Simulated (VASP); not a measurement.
# AlCu (P4mm) in VASP: notebook

Runs on AlCu. Level: r2SCAN. Tasks: single point.

Program: VASP 6.6.1. These are calculated values, not measurements. Logs are shortened: lines on timing, memory, paths and dates and some standing lists are left out, and cuts for length are marked.

### Step 1. The cell of the first run

It takes space group P4mm (No. 99, tetragonal). The conventional cell has a = 2.998 Å, b = 2.998 Å, c = 2.998 Å, α = 90.00°, β = 90.00°, γ = 90.00°. Within 3.3 Å of Al (site symmetry 4mm) lie 8 Cu at 2.49 to 2.72 Å and 6 Al at 3.00 Å. Within 3.3 Å of Cu (site symmetry 4mm) lie 8 Al at 2.49 to 2.72 Å and 6 Cu at 3.00 Å.

### Step 2. Single point, r2SCAN

POSCAR

```
AlCu
1.0
    2.9975090000      0.0000000000      0.0000000000
    0.0000000000      2.9975090000      0.0000000000
    0.0000000000      0.0000000000      2.9975090000
Al Cu
1 1
Direct
    0.0000000000      0.0000000000      0.0000000000
    0.5667220682      0.5000000000      0.5000000000
```

INCAR.step1

```
SYSTEM = AlCu
PREC = Accurate
ENCUT = 520
ISMEAR = 0
SIGMA = 0.15
LREAL = .False.
LASPH = .True.
NELM = 60
NBANDS = 14
GGA = PE
ALGO = Normal
EDIFF = 1E-4
LWAVE = .True.
LCHARG = .False.
```

INCAR.step2

```
SYSTEM = AlCu
PREC = Accurate
ENCUT = 520
EDIFF = 1E-7
ISMEAR = 0
SIGMA = 0.15
LREAL = .False.
LASPH = .True.
NELM = 60
ALGO = Normal
ISIF = 2
LWAVE = .False.
LCHARG = .True.
METAGGA = R2SCAN
LMIXTAU = .True.
LELF = .True.
LVHAR = .True.
NBANDS = 14
ISTART = 1
```

KPOINTS

```
Automatic mesh
0
Gamma
  16 16 16
  0 0 0
```

Potentials or basis: VASP PAW PBE potentials, release 64 (Al, Cu).

The run is started by

```sh
> cat potpaw_PBE.64/Al/POTCAR potpaw_PBE.64/Cu/POTCAR > POTCAR
> cp INCAR.step1 INCAR
> mpirun -np 1 vasp_std > vasp.out
> cp INCAR.step2 INCAR
> mpirun -np 1 vasp_std > vasp.out
```

OUTCAR:

```text
SYSTEM = AlCu
   PREC = Accurate
   ENCUT = 520
   EDIFF = 1E-7
   ISMEAR = 0
   LREAL = .False.
   LASPH = .True.
   NELM = 60
   ISIF = 2
   METAGGA = R2SCAN
   ISTART = 1

 ion  position               nearest neighbor table
   1  0.000  0.000  0.000-   2 2.49   2 2.49   2 2.49   2 2.49   2 2.72   2 2.72   2 2.72   2 2.72

   2  0.567  0.500  0.500-   1 2.49   1 2.49   1 2.49   1 2.49   1 2.72   1 2.72   1 2.72   1 2.72

  LATTYP: Found a simple cubic cell.
 ALAT       =     2.9975090000

  Lattice vectors:

 A1 = (   2.9975090000,   0.0000000000,   0.0000000000)
 A2 = (   0.0000000000,   2.9975090000,   0.0000000000)
 A3 = (   0.0000000000,   0.0000000000,   2.9975090000)

Analysis of symmetry for initial positions (statically):
=====================================================================
 Subroutine PRICEL returns:
 Original cell was already a primitive cell.

 Routine SETGRP: Setting up the symmetry group for a
 simple cubic supercell.

 Subroutine GETGRP returns: Found  8 space group operations
 (whereof  8 operations were pure point group operations)
 out of a pool of 48 trial point group operations.

The static configuration has the point symmetry C_4v.

Analysis of symmetry for dynamics (positions and initial velocities):
=====================================================================
 Subroutine PRICEL returns:
 Original cell was already a primitive cell.

 Routine SETGRP: Setting up the symmetry group for a
 simple cubic supercell.

 Subroutine GETGRP returns: Found  8 space group operations
 (whereof  8 operations were pure point group operations)
 out of a pool of 48 trial point group operations.

The dynamic configuration has the point symmetry C_4v.

 Subroutine INISYM returns: Found  8 space group operations
 (whereof  8 operations are pure point group operations),
 and found     1 'primitive' translations

----------------------------------------------------------------------------------------

                                     Primitive cell

  volume of cell :      26.9328

  direct lattice vectors                    reciprocal lattice vectors
     2.997509000  0.000000000  0.000000000     0.333610341  0.000000000  0.000000000
     0.000000000  2.997509000  0.000000000     0.000000000  0.333610341  0.000000000
     0.000000000  0.000000000  2.997509000     0.000000000  0.000000000  0.333610341

  length of vectors
     2.997509000  2.997509000  2.997509000     0.333610341  0.333610341  0.333610341

  position of ions in fractional coordinates (direct lattice)
     0.000000000  0.000000000  0.000000000
     0.566722068  0.500000000  0.500000000

[... 90 lines left out ...]
   EFERMI =   0.00;   METHOD = LEGACY
   ISMEAR =     0;   SIGMA  =   0.15  broadening in eV -4-tet -1-fermi 0-gaus
   EFERMI_NEDOS =   21; number of points for ismear=-14 and -15
   IALGO  =     38    algorithm
   IMIX   =      4    mixing-type and parameters
     AMIX     =   0.40;   BMIX     =  1.00
     AMIX_MAG =   1.60;   BMIX_MAG =  1.00
  volume/ion in A,a.u.               =      13.47        90.88
  Fermi-wavevector in a.u.,A,eV,Ry     =   1.316306  2.487459 23.574307  1.732663
  Thomas-Fermi vector in A             =   2.446428
   LORBIT       =      0    0 simple, 1 ext, 2 COOP (PROOUT), +10 PAW based schemes
   METAGGA = R2SCAN    functional components
   LHFCALC =     F    Hartree Fock is set to
   AEXX    =    0.0000 exact exchange contribution
   IVDW    =     0    specifies the selected vdW correction
   LEPSILON=     F    determine dielectric tensor
   LRPA    =     F    only Hartree local field effects (RPA)
 non-spin polarized calculation
 Gauss-broadening in eV      SIGMA  =   0.15
  energy-cutoff  :      520.00
  volume of cell :       26.93
 maximum number of plane-waves:       743
 NGX is ok and might be reduce to    24
   NGX = 11   NGY = 11   NGZ = 11

 number of electron      14.0000014 magnetization

 Free energy of the ion-electron system (eV)
  ---------------------------------------------------
  ext. energy  EPLUGINS =         0.00000000
  ---------------------------------------------------
  free energy    TOTEN  =       -17.80908621 eV

  energy without entropy =      -17.80267336  energy(sigma->0) =      -17.80587978

 E-fermi :   9.0454     XC(G=0): -12.4166

 val. band max:        9.0289966813   @ k =   0.2500   0.4375   0.4375
 cond. band min:       9.0546119573   @ k =   0.1875   0.3750   0.3750
 fundamental gap:      0.0256152759
 Fermi energy:         9.0453944922

 k-point     1 :       0.0000    0.0000    0.0000
  band No.  band energies     occupation
      1      -3.1034      2.00000
      2       3.8375      2.00000
      3       3.8662      2.00000
      4       4.9277      2.00000
      5       4.9534      2.00000
      6       4.9534      2.00000
      7      13.1157      0.00000
      8      13.1157      0.00000
      9      13.1758      0.00000
     10      15.4999      0.00000
     11      15.5023      0.00000
     12      19.9460      0.00000
     13      28.1745      0.00000
     14      28.1746      0.00000
[... 377 lines left out ...]
      1      -2.4104      2.00000
      2       3.8354      2.00000
      3       3.9505      2.00000
      4       4.7503      2.00000
      5       4.8111      2.00000
      6       4.9531      2.00000
      7       9.2441      0.06106
      8      12.9019      0.00000
      9      14.0672      0.00000
     10      16.2706      0.00000
     11      18.5898      0.00000
     12      22.7221      0.00000
     13      23.4445      0.00000
     14      24.6022      0.00000

 [... further k-points ...]

------------------------ aborting loop because EDIFF is reached ----------------------------------------

  FORCE on cell =-STRESS in cart. coord.  units (eV):
  Direction    XX          YY          ZZ          XY          YZ          ZX
  --------------------------------------------------------------------------------------
  -------------------------------------------------------------------------------------
  Total       -0.6699201     -0.4461703     -0.4461703     -0.0000000      0.0000000      0.0000000
  in kB      -39.8521826    -26.5417618    -26.5417618     -0.0000000      0.0000000      0.0000000
  external PRESSURE =     -30.9785688 kB  Pullay stress =       0.0000000 kB

 VOLUME and BASIS-vectors are now :
 -----------------------------------------------------------------------------
  energy-cutoff  :      520.00
  volume of cell :       26.93
      direct lattice vectors                 reciprocal lattice vectors
     2.997509000  0.000000000  0.000000000     0.333610341  0.000000000  0.000000000
     0.000000000  2.997509000  0.000000000     0.000000000  0.333610341  0.000000000
     0.000000000  0.000000000  2.997509000     0.000000000  0.000000000  0.333610341

 POSITION                                       TOTAL-FORCE (eV/Angst)
 -----------------------------------------------------------------------------------
      0.00000      0.00000      0.00000         0.803030     -0.000000      0.000000
      1.69875      1.49875      1.49875        -0.803030      0.000000     -0.000000
 -----------------------------------------------------------------------------------
    total drift:                               -0.009884     -0.000000      0.000014

  FREE ENERGIE OF THE ION-ELECTRON SYSTEM (eV)
  ---------------------------------------------------
  free  energy   TOTEN  =       -17.8090862079 eV

  energy  without entropy=      -17.8026733600  energy(sigma->0) =      -17.80587978
```

OUTCAR.step1:

```text
SYSTEM = AlCu
   PREC = Accurate
   ENCUT = 520
   ISMEAR = 0
   LREAL = .False.
   LASPH = .True.
[... 631 lines left out ...]
      0.00000      0.00000      0.00000         0.779533      0.000000     -0.000000
      1.69875      1.49875      1.49875        -0.779533     -0.000000      0.000000
 -----------------------------------------------------------------------------------
    total drift:                               -0.000276     -0.000000      0.000014

  FREE ENERGIE OF THE ION-ELECTRON SYSTEM (eV)
  ---------------------------------------------------
  free  energy   TOTEN  =        -7.6857287288 eV

  energy  without entropy=       -7.6787876819  energy(sigma->0) =       -7.68225821
```

OSZICAR.step1:

```text
N       E                     dE             d eps       ncg     rms          rms(c)
DAV:   1     0.536152066053E+02    0.53615E+02   -0.59694E+03 11614   0.127E+03
DAV:   2    -0.732275262753E+01   -0.60938E+02   -0.54686E+02 11934   0.209E+02
DAV:   3    -0.950684383786E+01   -0.21841E+01   -0.21280E+01 14664   0.444E+01
DAV:   4    -0.954605611460E+01   -0.39212E-01   -0.39193E-01 13768   0.495E+00
DAV:   5    -0.954752499137E+01   -0.14689E-02   -0.14688E-02 16894   0.103E+00    0.121E+01
DAV:   6    -0.101943012742E+02   -0.64678E+00   -0.40827E+01 13572   0.155E+02    0.960E+00
DAV:   7    -0.774020375083E+01    0.24541E+01   -0.78901E+00 14024   0.722E+01    0.125E+00
DAV:   8    -0.771052888986E+01    0.29675E-01   -0.60332E-01 15530   0.176E+01    0.128E+00
DAV:   9    -0.768559551965E+01    0.24933E-01   -0.11548E-01 14654   0.797E+00    0.697E-02
DAV:  10    -0.768587725274E+01   -0.28173E-03   -0.29252E-03 17502   0.103E+00    0.872E-02
DAV:  11    -0.768573360521E+01    0.14365E-03   -0.94151E-04 11478   0.752E-01    0.191E-02
DAV:  12    -0.768572872881E+01    0.48764E-05   -0.44351E-05  6378   0.167E-01
   1 F= -.76857287E+01 E0= -.76822582E+01  d E =-.694105E-02
```

Wall time 8.4 min (1 thread of Intel Xeon Platinum 8259CL at 2.50GHz (Skylake/Cascade Lake), shared host); peak memory 0.27 GiB.

Results:

```
Free energy            : -17.8091 eV
Pressure               : -3.1 GPa
Largest force          : 0.803 eV/Å
Band gap on the k mesh : zero (bands 7 and 8 overlap by 4.98 eV)
```

Forces on the atoms (eV/Å):
```
Al   0.803  0.000  0.000
Cu  -0.803  0.000  0.000
```

Caveat: the cell differs from its parent crystal (all Cu atoms moved -0.200 Å, as atom 2 towards its neighbour atom 2 (Cu) at 2.998 Å); the cell stands under tension; the PAW data sets were made with another functional, which shifts forces and pressure a little.

### Step 3. Single point, r2SCAN

Edit POSCAR of step 2 so:

```diff
@@ -9,2 +9,2 @@
     0.0000000000      0.0000000000      0.0000000000
-    0.5667220682      0.5000000000      0.5000000000
+    0.4499584488      0.5000000000      0.5000000000
```

INCAR.step1

```
SYSTEM = AlCu
  PREC = Accurate
  ENCUT = 520
  ISMEAR = 0
  SIGMA = 0.15
  LREAL = .FALSE.
  LASPH = .TRUE.
  NELM = 100
  NBANDS = 14
  GGA = PE
  ALGO = Normal
  EDIFF = 1E-4
  LWAVE = .TRUE.
  LCHARG = .FALSE.
```

INCAR.step2

```
SYSTEM = AlCu
  PREC = Accurate
  ENCUT = 520
  EDIFF = 1E-7
  ISMEAR = 0
  SIGMA = 0.15
  LREAL = .FALSE.
  LASPH = .TRUE.
  NELM = 100
  ALGO = Normal
  ISIF = 2
  LWAVE = .FALSE.
  LCHARG = .FALSE.
  METAGGA = R2SCAN
  LMIXTAU = .TRUE.
  NBANDS = 14
  ISTART = 1
```

KPOINTS

```
Automatic mesh
0
G
  16 16 16
  0 0 0
```

Potentials or basis: VASP PAW PBE potentials, release 64 (Al, Cu).

The run is started by

```sh
> cat potpaw_PBE.64/Al/POTCAR potpaw_PBE.64/Cu/POTCAR > POTCAR
> cp INCAR.step1 INCAR
> mpirun -np 1 vasp_std > vasp.out
> cp INCAR.step2 INCAR
> mpirun -np 1 vasp_std > vasp.out
```

OUTCAR:

```text
SYSTEM = AlCu
   PREC = Accurate
   ENCUT = 520
   EDIFF = 1E-7
   ISMEAR = 0
   LREAL = .FALSE.
   LASPH = .TRUE.
   NELM = 100
   ISIF = 2
   METAGGA = R2SCAN
   ISTART = 1

 ion  position               nearest neighbor table
   1  0.000  0.000  0.000-   2 2.51   2 2.51   2 2.51   2 2.51   2 2.69   2 2.69   2 2.69   2 2.69

   2  0.450  0.500  0.500-   1 2.51   1 2.51   1 2.51   1 2.51   1 2.69   1 2.69   1 2.69   1 2.69

  LATTYP: Found a simple cubic cell.
 ALAT       =     2.9975090000

  Lattice vectors:

 A1 = (   2.9975090000,   0.0000000000,   0.0000000000)
 A2 = (   0.0000000000,   2.9975090000,   0.0000000000)
 A3 = (   0.0000000000,   0.0000000000,   2.9975090000)

Analysis of symmetry for initial positions (statically):
=====================================================================
 Subroutine PRICEL returns:
 Original cell was already a primitive cell.

 Routine SETGRP: Setting up the symmetry group for a
 simple cubic supercell.

 Subroutine GETGRP returns: Found  8 space group operations
 (whereof  8 operations were pure point group operations)
 out of a pool of 48 trial point group operations.

The static configuration has the point symmetry C_4v.

Analysis of symmetry for dynamics (positions and initial velocities):
=====================================================================
 Subroutine PRICEL returns:
 Original cell was already a primitive cell.

 Routine SETGRP: Setting up the symmetry group for a
 simple cubic supercell.

 Subroutine GETGRP returns: Found  8 space group operations
 (whereof  8 operations were pure point group operations)
 out of a pool of 48 trial point group operations.

The dynamic configuration has the point symmetry C_4v.

 Subroutine INISYM returns: Found  8 space group operations
 (whereof  8 operations are pure point group operations),
 and found     1 'primitive' translations

----------------------------------------------------------------------------------------

                                     Primitive cell

  volume of cell :      26.9328

[... 119 lines left out ...]
 non-spin polarized calculation
 Gauss-broadening in eV      SIGMA  =   0.15
  energy-cutoff  :      520.00
  volume of cell :       26.93
 maximum number of plane-waves:       743
 NGX is ok and might be reduce to    24
   NGX = 11   NGY = 11   NGZ = 11

 number of electron      14.0000003 magnetization

 Free energy of the ion-electron system (eV)
  ---------------------------------------------------
  ext. energy  EPLUGINS =         0.00000000
  ---------------------------------------------------
  free energy    TOTEN  =       -17.84389206 eV

  energy without entropy =      -17.83753176  energy(sigma->0) =      -17.84071191

 E-fermi :   9.0545     XC(G=0): -12.4206

 val. band max:        9.0376226725   @ k =   0.2500   0.4375   0.4375
 cond. band min:       9.0644134065   @ k =   0.1875   0.3750   0.3750
 fundamental gap:      0.0267907340
 Fermi energy:         9.0544592938

 k-point     1 :       0.0000    0.0000    0.0000
  band No.  band energies     occupation
      1      -3.1017      2.00000
      2       3.8666      2.00000
      3       3.8832      2.00000
      4       4.9572      2.00000
      5       4.9714      2.00000
      6       4.9714      2.00000
      7      13.1185      0.00000
      8      13.1185      0.00000
      9      13.1527      0.00000
     10      15.4926      0.00000
     11      15.4935      0.00000
     12      20.0158      0.00000
     13      28.2577      0.00000
     14      28.3490      0.00000
[... 377 lines left out ...]
      1      -2.4089      2.00000
      2       3.8611      2.00000
      3       3.9697      2.00000
      4       4.7811      2.00000
      5       4.8268      2.00000
      6       4.9709      2.00000
      7       9.2479      0.06817
      8      12.9125      0.00000
      9      14.0127      0.00000
     10      16.2864      0.00000
     11      18.6182      0.00000
     12      22.8063      0.00000
     13      23.4438      0.00000
     14      24.5395      0.00000

 [... further k-points ...]

------------------------ aborting loop because EDIFF is reached ----------------------------------------

  FORCE on cell =-STRESS in cart. coord.  units (eV):
  Direction    XX          YY          ZZ          XY          YZ          ZX
  --------------------------------------------------------------------------------------
  -------------------------------------------------------------------------------------
  Total       -0.7321425     -0.6138759     -0.6138759      0.0000000      0.0000000      0.0000000
  in kB      -43.5536628    -36.5182244    -36.5182244      0.0000000      0.0000000      0.0000000
  external PRESSURE =     -38.8633706 kB  Pullay stress =       0.0000000 kB

 VOLUME and BASIS-vectors are now :
 -----------------------------------------------------------------------------
  energy-cutoff  :      520.00
  volume of cell :       26.93
      direct lattice vectors                 reciprocal lattice vectors
     2.997509000  0.000000000  0.000000000     0.333610341  0.000000000  0.000000000
     0.000000000  2.997509000  0.000000000     0.000000000  0.333610341  0.000000000
     0.000000000  0.000000000  2.997509000     0.000000000  0.000000000  0.333610341

 POSITION                                       TOTAL-FORCE (eV/Angst)
 -----------------------------------------------------------------------------------
      0.00000      0.00000      0.00000        -0.602921      0.000000      0.000000
      1.34875      1.49875      1.49875         0.602921      0.000000     -0.000000
 -----------------------------------------------------------------------------------
    total drift:                                0.008046      0.000000     -0.000009

  FREE ENERGIE OF THE ION-ELECTRON SYSTEM (eV)
  ---------------------------------------------------
  free  energy   TOTEN  =       -17.8438920600 eV

  energy  without entropy=      -17.8375317575  energy(sigma->0) =      -17.84071191
```

OUTCAR.step1:

```text
SYSTEM = AlCu
   PREC = Accurate
   ENCUT = 520
   ISMEAR = 0
   LREAL = .FALSE.
   LASPH = .TRUE.
[... 631 lines left out ...]
      0.00000      0.00000      0.00000        -0.584427      0.000000     -0.000000
      1.34875      1.49875      1.49875         0.584427     -0.000000      0.000000
 -----------------------------------------------------------------------------------
    total drift:                                0.000456      0.000000     -0.000009

  FREE ENERGIE OF THE ION-ELECTRON SYSTEM (eV)
  ---------------------------------------------------
  free  energy   TOTEN  =        -7.7198270981 eV

  energy  without entropy=       -7.7129240812  energy(sigma->0) =       -7.71637559
```

OSZICAR.step1:

```text
N       E                     dE             d eps       ncg     rms          rms(c)
DAV:   1     0.538050877724E+02    0.53805E+02   -0.59570E+03 11606   0.127E+03
DAV:   2    -0.736272611694E+01   -0.61168E+02   -0.54921E+02 11976   0.208E+02
DAV:   3    -0.953952743902E+01   -0.21768E+01   -0.21229E+01 14778   0.444E+01
DAV:   4    -0.957831153707E+01   -0.38784E-01   -0.38765E-01 13846   0.491E+00
DAV:   5    -0.957974019319E+01   -0.14287E-02   -0.14286E-02 16940   0.101E+00    0.121E+01
DAV:   6    -0.102464585523E+02   -0.66672E+00   -0.41035E+01 13446   0.155E+02    0.964E+00
DAV:   7    -0.777495497936E+01    0.24715E+01   -0.79155E+00 13976   0.723E+01    0.126E+00
DAV:   8    -0.774302179303E+01    0.31933E-01   -0.58832E-01 15598   0.174E+01    0.124E+00
DAV:   9    -0.771968816007E+01    0.23334E-01   -0.10163E-01 14692   0.741E+00    0.568E-02
DAV:  10    -0.771995812708E+01   -0.26997E-03   -0.22235E-03 17554   0.806E-01    0.812E-02
DAV:  11    -0.771982949575E+01    0.12863E-03   -0.75158E-04 10944   0.672E-01    0.143E-02
DAV:  12    -0.771982709807E+01    0.23977E-05   -0.23121E-05  6330   0.115E-01
   1 F= -.77198271E+01 E0= -.77163756E+01  d E =-.690302E-02
```

It took 7.2 min on 1 thread of Intel Xeon Platinum 8259CL at 2.50GHz (Skylake/Cascade Lake), shared host; peak memory 0.27 GiB.

Results:

```yaml
Free_energy: -17.8439 eV
Pressure: -3.9 GPa
Largest_force: 0.603 eV/Å
Band_gap_on_the_k_mesh: zero (bands 7 and 8 overlap by 4.96 eV)
```

Forces in eV/Å, atoms in the order of the input:
```
Al  -0.603  0.000  0.000
Cu   0.603  0.000  0.000
```

Stress tensor (GPa, compression positive):
```
-4.36  0.00  0.00
 0.00 -3.65  0.00
 0.00  0.00 -3.65
```

Caveat: the cell differs from its parent crystal (all Cu atoms moved +0.150 Å, as atom 2 towards its neighbour atom 2 (Cu) at 2.998 Å); the cell stands under tension; the PAW data sets were made with another functional, which shifts forces and pressure a little.

(Part 1 of 2 ends here.)

The gap in the log of VASP goes by the Fermi energy; the results here count the filled bands.